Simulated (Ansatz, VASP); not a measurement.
Two plane-wave programs on Co

Contents of INCAR:

```
ALGO     = Normal         # electronic algorithm
EDIFF    = 1E-7           # SCF threshold, eV
ENCUT    = 520            # plane-wave cutoff, eV
GGA      = PE             # functional
ISIF     = 2              # what is computed and relaxed
ISMEAR   = -1             # smearing method
ISPIN    = 2              # spin polarisation
LASPH    = T              # aspherical terms in the spheres
LCHARG   = F              # write CHGCAR
LMAXMIX  = 4              # l up to which the mixer works
LORBIT   = 11             # projections on sites
LREAL    = F              # projectors in reciprocal space
LWAVE    = F              # write WAVECAR
MAGMOM   = 2 2            # initial moments
NBANDS   = 20             # bands
NELM     = 150            # most SCF steps
PREC     = Accurate       # precision mode
SIGMA    = 0.05           # smearing width, eV
```

KPOINTS

```
k-points
0
Gamma
  15 15 9
```

POSCAR

```
Co
1.0
   -1.4023200000      1.4023200000      1.4023200000
    1.4023200000     -1.4023200000      1.4023200000
    2.8046400000      2.8046400000      0.0000000000
Co
2
Direct
    0.0000000000      0.0000000000      0.0000000000
    0.5000000000      0.5000000000      0.5000000000
```

Input for Ansatz:

```yaml
crystal:
  lattice:
    - [-1.40232, 1.40232, 1.40232]
    - [1.40232, -1.40232, 1.40232]
    - [2.80464, 2.80464, 0.0]
  atoms:
    - { symbol: Co, position: [0.0, 0.0, 0.0], spin: 2.0 }
    - { symbol: Co, position: [0.5, 0.5, 0.5], spin: 2.0 }
magnetization:
  spin_polarized: true
kpoints:
  mp_grid: { grid: [15, 15, 9] }
scf:
  occupations: { method: fermi_dirac, width: 0.05 }
  lower_state_search: "off"
hamiltonian:
  xc: pbe
  pseudopotentials: { kind: paw }
output:
  forces: true
  stress: true
  eigenvalues: true
  populations: true
```

Alike in both runs: task single point; functional PBE; k mesh 15 × 15 × 9; occupations fermi-dirac, width 0.05 eV; collinear spin.

|  | VASP | Ansatz |
| --- | --- | --- |
| version | VASP 6.6.1 | Ansatz 0.2.0 |
| potentials or method | VASP PAW PBE potentials, release 64 (Co) | PAW with Ansatz's default frozen-core files, scalar-relativistic |
| plane-wave cutoff (eV) | 520 | 420 |
| valence electrons in the cell | 18 | 34 |

|  | VASP | Ansatz | Ansatz less VASP |
| --- | --- | --- | --- |
| pressure (GPa) | 0.3 | 1.1 | +0.82 |
| traceless stress, the component that is largest in VASP (GPa) | 0.03 | 0.07 | +0.043 |
| net moment per atom (μB) | 1.73 | 1.74 | +0.015 |
| size of the moment on the site where the two differ most (μB) | 1.75 | 1.81 | +0.060 |

Site moments also hang on the region over which each program counts them. The functional is the same, so the differences come from potentials, cutoffs and numerics. VASP's potentials hold 18 valence electrons a cell and Ansatz's 34, so a difference there can come from the potentials and not from the codes.
